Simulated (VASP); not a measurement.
# F (P1) in VASP: further runs, part 2 of 2

VASP 6.6.1. Earlier steps stand in the parts before.

## Step 3: Single point, r2SCAN

Input file POSCAR:

```
F
1.0
    2.6504942700     -1.5173207700      0.0000000000
    2.6504942700      1.5173207700      0.0000000000
   -2.1034238900      0.0000000000      6.7261075100
F
4
Direct
    0.5044951306      0.5044951306      0.4008501092
    0.0853581610      0.0853581610      0.0986032604
    0.4955048707      0.4955048707      0.5991498893
    0.9179371230      0.9113465587      0.9013967396
```

Input file INCAR.step1:

```
SYSTEM = F
PREC = Accurate
ENCUT = 520
ISMEAR = 0
SIGMA = 0.01
LREAL = .FALSE.
LASPH = .TRUE.
NELM = 80
NBANDS = 22
GGA = PE
ALGO = Normal
EDIFF = 1E-4
LWAVE = .TRUE.
LCHARG = .FALSE.
```

Input file INCAR.step2:

```
SYSTEM = F
PREC = Accurate
ENCUT = 520
EDIFF = 1E-6
ISMEAR = 0
SIGMA = 0.01
LREAL = .FALSE.
LASPH = .TRUE.
NELM = 80
ALGO = Normal
ISIF = 2
LWAVE = .FALSE.
LCHARG = .FALSE.
METAGGA = R2SCAN
LMIXTAU = .TRUE.
NBANDS = 22
ISTART = 1
```

Input file KPOINTS:

```
regular mesh
0
G
  8 8 4
  0 0 0
```

Potentials or basis: VASP PAW PBE potentials, release 64 (F).

Launch:

```
$ cat potpaw_PBE.64/F/POTCAR > POTCAR
$ cp INCAR.step1 INCAR
$ mpirun -np 1 vasp_std > vasp.out
$ cp INCAR.step2 INCAR
$ mpirun -np 1 vasp_std > vasp.out
```

OUTCAR:

```text
SYSTEM = F
   PREC = Accurate
   ENCUT = 520
   EDIFF = 1E-6
   ISMEAR = 0
   LREAL = .FALSE.
   LASPH = .TRUE.
   NELM = 80
   ISIF = 2
   METAGGA = R2SCAN
   ISTART = 1

 ion  position               nearest neighbor table
   1  0.504  0.504  0.401-   3 1.41
   2  0.085  0.085  0.099-   4 1.41
   3  0.496  0.496  0.599-   1 1.41
   4  0.918  0.911  0.901-   2 1.41

  LATTYP: Found a base centered monoclinic cell.
 ALAT       =     5.3009885400
 B/A-ratio  =     0.5724671006
 C/A-ratio  =     1.3294376681
 COS(beta)  =    -0.2984708738

  Lattice vectors:

 A1 = (   2.6504942700,  -1.5173207700,   0.0000000000)
 A2 = (   2.6504942700,   1.5173207700,   0.0000000000)
 A3 = (  -2.1034238900,   0.0000000000,   6.7261075100)

Analysis of symmetry for initial positions (statically):
=====================================================================
 Subroutine PRICEL returns:
 Original cell was already a primitive cell.

 Routine SETGRP: Setting up the symmetry group for a
 base centered monoclinic supercell.

 Subroutine GETGRP returns: Found  1 space group operations
 (whereof  1 operations were pure point group operations)
 out of a pool of  4 trial point group operations.

The static configuration has the point symmetry C_1 .

Analysis of symmetry for dynamics (positions and initial velocities):
=====================================================================
 Subroutine PRICEL returns:
 Original cell was already a primitive cell.

 Routine SETGRP: Setting up the symmetry group for a
 base centered monoclinic supercell.

 Subroutine GETGRP returns: Found  1 space group operations
 (whereof  1 operations were pure point group operations)
 out of a pool of  4 trial point group operations.
[... 105 lines left out ...]
   EDIFF  = 0.1E-05   stopping-criterion for ELM
   LREAL  =      F    real-space projection
[... 7 lines left out ...]
   TEBEG  =    0.0;   TEEND  =   0.0 temperature during run
   PSTRESS=    0.0 pullay stress
   NELECT =      28.0000    total number of electrons
   NUPDOWN=      -1.0000    fix difference up-down
   EMIN   =  10.00;   EMAX   =-10.00  energy-range for DOS
   EFERMI =   0.00;   METHOD = LEGACY
   ISMEAR =     0;   SIGMA  =   0.01  broadening in eV -4-tet -1-fermi 0-gaus
   EFERMI_NEDOS =   21; number of points for ismear=-14 and -15
   IALGO  =     38    algorithm
   IMIX   =      4    mixing-type and parameters
     AMIX     =   0.40;   BMIX     =  1.00
     AMIX_MAG =   1.60;   BMIX_MAG =  1.00
  volume/ion in A,a.u.               =      13.53        91.27
  Fermi-wavevector in a.u.,A,eV,Ry     =   1.314402  2.483859 23.506134  1.727652
  Thomas-Fermi vector in A             =   2.444657
   LORBIT       =      0    0 simple, 1 ext, 2 COOP (PROOUT), +10 PAW based schemes
   METAGGA = R2SCAN    functional components
   LHFCALC =     F    Hartree Fock is set to
   AEXX    =    0.0000 exact exchange contribution
   IVDW    =     0    specifies the selected vdW correction
   LEPSILON=     F    determine dielectric tensor
   LRPA    =     F    only Hartree local field effects (RPA)
 non-spin polarized calculation
 Gauss-broadening in eV      SIGMA  =   0.01
  energy-cutoff  :      520.00
  volume of cell :       54.10
 maximum number of plane-waves:      1472
   NGX = 11   NGY = 11   NGZ = 27

 number of electron      28.0000014 magnetization

 Free energy of the ion-electron system (eV)
  ---------------------------------------------------
  ext. energy  EPLUGINS =         0.00000000
  ---------------------------------------------------
  free energy    TOTEN  =       -12.45928078 eV

  energy without entropy =      -12.45928078  energy(sigma->0) =      -12.45928078

 E-fermi :  -4.7763     XC(G=0):  -8.7782

 val. band max:       -4.9279139367   @ k =   0.5000   0.5000  -0.0000
 cond. band min:      -1.6026574487   @ k =   0.0000   0.0000   0.0000
 fundamental gap:      3.3252564881
 Fermi energy:        -4.7762623944

 k-point     1 :       0.0000    0.0000    0.0000
  band No.  band energies     occupation
      1     -31.2543      2.00000
      2     -31.0580      2.00000
      3     -24.9253      2.00000
      4     -24.4112      2.00000
      5     -11.7038      2.00000
      6     -10.5583      2.00000
[... 589 lines left out ...]
     21      14.6251      0.00000
     22      15.6855      0.00000

 [... further k-points ...]
[... 5 lines left out ...]
  --------------------------------------------------------------------------------------
  -------------------------------------------------------------------------------------
  Total       -0.0805552     -0.0939150      0.1431290      0.0008414      0.0001347     -0.0161664
  in kB       -2.3856474     -2.7812979      4.2387733      0.0249166      0.0039878     -0.4787673
  external PRESSURE =      -0.3093907 kB  Pullay stress =       0.0000000 kB

 VOLUME and BASIS-vectors are now :
 -----------------------------------------------------------------------------
  energy-cutoff  :      520.00
  volume of cell :       54.10
      direct lattice vectors                 reciprocal lattice vectors
     2.650494270 -1.517320770  0.000000000     0.188644060 -0.329528212  0.058993767
     2.650494270  1.517320770  0.000000000     0.188644060  0.329528212  0.058993767
    -2.103423890  0.000000000  6.726107510     0.000000000  0.000000000  0.148674400

 POSITION                                       TOTAL-FORCE (eV/Angst)
 -----------------------------------------------------------------------------------
      1.83117      0.00000      2.69616         0.020755     -0.000037     -0.045561
      0.24508      0.00000      0.66322         0.022202     -0.001932      0.035125
      1.36640      0.00000      4.02995        -0.020669     -0.000551      0.045588
      2.95249     -0.01000      6.06289        -0.022287      0.002521     -0.035152
 -----------------------------------------------------------------------------------
    total drift:                               -0.000166      0.000524     -0.000072

  FREE ENERGIE OF THE ION-ELECTRON SYSTEM (eV)
  ---------------------------------------------------
  free  energy   TOTEN  =       -12.4592807759 eV

  energy  without entropy=      -12.4592807759  energy(sigma->0) =      -12.45928078
```

OUTCAR.step1:

```text
SYSTEM = F
   PREC = Accurate
   ENCUT = 520
   ISMEAR = 0
   LREAL = .FALSE.
   LASPH = .TRUE.
[... 831 lines left out ...]
      0.24508      0.00000      0.66322         0.172581      0.001015      0.482054
      1.36640      0.00000      4.02995        -0.163305     -0.000589      0.483595
      2.95249     -0.01000      6.06289        -0.172668     -0.000544     -0.482072
 -----------------------------------------------------------------------------------
    total drift:                               -0.000164      0.000291     -0.000057

  FREE ENERGIE OF THE ION-ELECTRON SYSTEM (eV)
  ---------------------------------------------------
  free  energy   TOTEN  =        -7.1980665002 eV

  energy  without entropy=       -7.1980665002  energy(sigma->0) =       -7.19806650
```

OSZICAR.step1:

```text
N       E                     dE             d eps       ncg     rms          rms(c)
DAV:   1     0.165915879980E+03    0.16592E+03   -0.16326E+04  5856   0.121E+03
DAV:   2    -0.155410148041E+01   -0.16747E+03   -0.16189E+03  7632   0.292E+02
DAV:   3    -0.878497956842E+01   -0.72309E+01   -0.71969E+01  6822   0.569E+01
DAV:   4    -0.882505106653E+01   -0.40071E-01   -0.40070E-01  6102   0.492E+00
DAV:   5    -0.882524924855E+01   -0.19818E-03   -0.19818E-03  6714   0.330E-01    0.112E+01
DAV:   6    -0.760952949207E+01    0.12157E+01   -0.43975E-01  5868   0.675E+00    0.630E+00
DAV:   7    -0.719996123709E+01    0.40957E+00   -0.58897E-01  5880   0.730E+00    0.702E-01
DAV:   8    -0.719782052048E+01    0.21407E-02   -0.69657E-02  6324   0.194E+00    0.113E-01
DAV:   9    -0.719799467504E+01   -0.17415E-03   -0.79414E-04  6414   0.220E-01    0.591E-02
DAV:  10    -0.719806650016E+01   -0.71825E-04   -0.86995E-05  4218   0.872E-02
   1 F= -.71980665E+01 E0= -.71980665E+01  d E =-.110578E-77
```

Run time: 3 min. Hardware: 1 thread of Intel Xeon 6975P-C (Granite Rapids), shared host; peak memory 0.24 GiB.

Results:

| Quantity | Value |
| --- | --- |
| Free energy | -12.4593 eV |
| Pressure | 0.0 GPa |
| Largest force | 0.050 eV/Å |
| Band gap on the k mesh | 3.33 eV (least direct gap 3.40 eV) |

Forces on the atoms (eV/Å):
```
F    0.021  0.000 -0.046
F    0.022 -0.002  0.035
F   -0.021 -0.001  0.046
F   -0.022  0.003 -0.035
```

Stress tensor (GPa, compression positive):
```
-0.24  0.00 -0.05
 0.00 -0.28  0.00
-0.05  0.00  0.42
```

Caveat: the PAW data sets were made with another functional, which shifts forces and pressure a little. A k mesh can miss the band edges.

## Step 4: Single point, r2SCAN

POSCAR, as its differences from that of step 3:

```diff
@@ -11,2 +11,2 @@
     0.4955048707      0.4955048707      0.5991498893
-    0.9179371230      0.9113465587      0.9013967396
+    0.9113465587      0.9179371230      0.9013967396
```

Input file INCAR.step1:

```
ALGO     = Normal         # electronic algorithm
EDIFF    = 1E-4           # SCF threshold, eV
ENCUT    = 520            # plane-wave cutoff, eV
GGA      = PE             # functional
ISMEAR   = 0              # smearing method
LASPH    = T              # aspherical terms in the spheres
LCHARG   = F              # write CHGCAR
LREAL    = F              # projectors in reciprocal space
LWAVE    = T              # write WAVECAR
NBANDS   = 22             # bands
NELM     = 80             # most SCF steps
PREC     = Accurate       # precision mode
SIGMA    = 0.01           # smearing width, eV
```

Input file INCAR.step2:

```
ALGO     = Normal         # electronic algorithm
EDIFF    = 1E-7           # SCF threshold, eV
ENCUT    = 520            # plane-wave cutoff, eV
ISIF     = 2              # what is computed and relaxed
ISMEAR   = 0              # smearing method
ISTART   = 1            
LASPH    = T              # aspherical terms in the spheres
LCHARG   = T              # write CHGCAR
LELF     = T              # ELF
LMIXTAU  = T            
LREAL    = F              # projectors in reciprocal space
LVHAR    = T            
LWAVE    = F              # write WAVECAR
METAGGA  = R2SCAN         # meta-GGA
NBANDS   = 22             # bands
NELM     = 80             # most SCF steps
PREC     = Accurate       # precision mode
SIGMA    = 0.01           # smearing width, eV
```

Input file KPOINTS:

```
k-points
0
Gamma
  8 8 4
```

Launch:

```
$ cat potpaw_PBE.64/F/POTCAR > POTCAR
$ cp INCAR.step1 INCAR
$ mpirun -np 1 vasp_std > vasp.out
$ cp INCAR.step2 INCAR
$ mpirun -np 1 vasp_std > vasp.out
```

Run time: 3.4 min. Hardware: 1 thread of Intel Xeon 6975P-C (Granite Rapids), shared host; peak memory 0.24 GiB.

It converged, with:

```
Free energy            : -12.4593 eV
Pressure               : 0.0 GPa
Largest force          : 0.050 eV/Å
Band gap on the k mesh : 3.33 eV (least direct gap 3.40 eV)
```

Forces on the atoms (eV/Å):
```
F    0.021  0.000 -0.046
F    0.022  0.002  0.035
F   -0.021  0.001  0.046
F   -0.022 -0.003 -0.035
```

Stress tensor (GPa, compression positive):
```
-0.24  0.00 -0.05
 0.00 -0.28  0.00
-0.05  0.00  0.42
```

Levels at points of the mesh, in eV from the valence-band top:
```tsv
k point	band 10	band 11	band 12	band 13	band 14	band 15	band 16	band 17	band 18	band 19
(0.00, 0.00, 0.00)	-3.28	-0.44	-0.24	-0.22	-0.07	3.33	4.63	10.68	12.95	14.49
(0.50, 0.00, 0.00)	-3.54	-0.79	-0.76	-0.41	-0.34	4.09	4.15	15.67	15.82	17.55
(0.00, 0.50, 0.00)	-3.54	-0.79	-0.76	-0.41	-0.35	4.09	4.15	15.68	15.82	17.55
(0.50, 0.50, 0.00)	-3.46	-0.74	-0.47	-0.43	0.00	3.98	4.11	15.51	16.23	16.27
(0.00, 0.00, 0.50)	-3.31	-0.38	-0.33	-0.16	-0.13	3.94	3.99	11.55	11.59	16.83
(0.50, 0.00, 0.50)	-3.44	-0.98	-0.60	-0.47	-0.15	3.83	4.36	15.84	16.02	16.61
(0.00, 0.50, 0.50)	-3.44	-0.97	-0.60	-0.47	-0.16	3.84	4.34	15.84	16.03	16.61
(0.50, 0.50, 0.50)	-3.60	-0.76	-0.66	-0.23	-0.19	4.07	4.11	15.48	15.77	17.49
```

Caveat: the PAW data sets were made with another functional, which shifts forces and pressure a little. A k mesh can miss the band edges.

## Step 5: Single point, r2SCAN

POSCAR, as its differences from that of step 4:

```diff
@@ -11,2 +11,2 @@
     0.4955048707      0.4955048707      0.5991498893
-    0.9113465587      0.9179371230      0.9013967396
+    0.9080512766      0.9212324051      0.9013967396
```

Input file INCAR.step1:

```
PREC = Accurate ; ENCUT = 520
ISMEAR = 0 ; SIGMA = 0.01
LREAL = False ; LASPH = True
NELM = 80 ; NBANDS = 22
GGA = PE ; ALGO = Normal
EDIFF = 1E-4 ; LWAVE = True
LCHARG = False
```

Input file INCAR.step2:

```
PREC = Accurate ; ENCUT = 520
EDIFF = 1E-6 ; ISMEAR = 0
SIGMA = 0.01 ; LREAL = False
LASPH = True ; NELM = 80
ALGO = Normal ; ISIF = 2
LWAVE = False ; LCHARG = False
METAGGA = R2SCAN ; LMIXTAU = True
NBANDS = 22 ; ISTART = 1
```

Input file KPOINTS:

```
Automatic mesh
0
Gamma
  8 8 4
```

Launch:

```
$ cat potpaw_PBE.64/F/POTCAR > POTCAR
$ cp INCAR.step1 INCAR
$ mpirun -np 1 vasp_std > vasp.out
$ cp INCAR.step2 INCAR
$ mpirun -np 1 vasp_std > vasp.out
```

Wall time 3.3 min (1 thread of Intel Xeon 6975P-C (Granite Rapids), shared host); peak memory 0.23 GiB.

It converged, with:

```
Free energy            : -12.4592 eV
Pressure               : 0.0 GPa
Largest force          : 0.050 eV/Å
Band gap on the k mesh : 3.32 eV (least direct gap 3.40 eV)
```

Forces on the atoms (eV/Å):
```
F    0.021  0.000 -0.046
F    0.021  0.004  0.032
F   -0.021  0.001  0.046
F   -0.021 -0.005 -0.032
```

Stress tensor (GPa, compression positive):
```
-0.24  0.00 -0.05
 0.00 -0.28  0.00
-0.05  0.00  0.41
```

Levels at points of the mesh, in eV from the valence-band top:
```tsv
k point	band 11	band 12	band 13	band 14	band 15	band 16	band 17	band 18
(0.00, 0.00, 0.00)	-0.44	-0.24	-0.22	-0.07	3.32	4.63	10.68	12.95
(0.50, 0.00, 0.00)	-0.79	-0.75	-0.41	-0.34	4.09	4.15	15.66	15.83
(0.00, 0.50, 0.00)	-0.79	-0.76	-0.41	-0.36	4.09	4.15	15.68	15.81
(0.50, 0.50, 0.00)	-0.74	-0.47	-0.43	0.00	3.98	4.11	15.51	16.23
(0.00, 0.00, 0.50)	-0.38	-0.33	-0.16	-0.13	3.94	3.99	11.55	11.59
(0.50, 0.00, 0.50)	-0.98	-0.60	-0.46	-0.15	3.82	4.36	15.84	16.01
(0.00, 0.50, 0.50)	-0.97	-0.61	-0.48	-0.16	3.85	4.34	15.85	16.04
(0.50, 0.50, 0.50)	-0.75	-0.66	-0.23	-0.19	4.07	4.11	15.48	15.77
```

Caveat: the PAW data sets were made with another functional, which shifts forces and pressure a little.

## Step 6: Overview

| cell | gap on the mesh (eV) | pressure (GPa) | largest force (eV/Å) |
| --- | --- | --- | --- |
| as given, atomic positions A | 3.32 | 0.0 | 0.05 |
| as given, atomic positions B | 3.33 | 0.0 | 0.05 |
| as given, atomic positions C | 3.33 | 0.0 | 0.05 |
| as given, atomic positions D | 3.32 | 0.0 | 0.05 |

Alike in all rows: task single point; level r2SCAN; potentials or basis VASP PAW PBE potentials, release 64 (F); no spin polarisation; k mesh 8 × 8 × 4; cutoff (eV) 520; smearing gaussian 0.01 eV.

Caveats: the PAW data sets were made with another functional, which shifts forces and pressure a little.

Absolute energies hang on the potentials; compare differences alone.
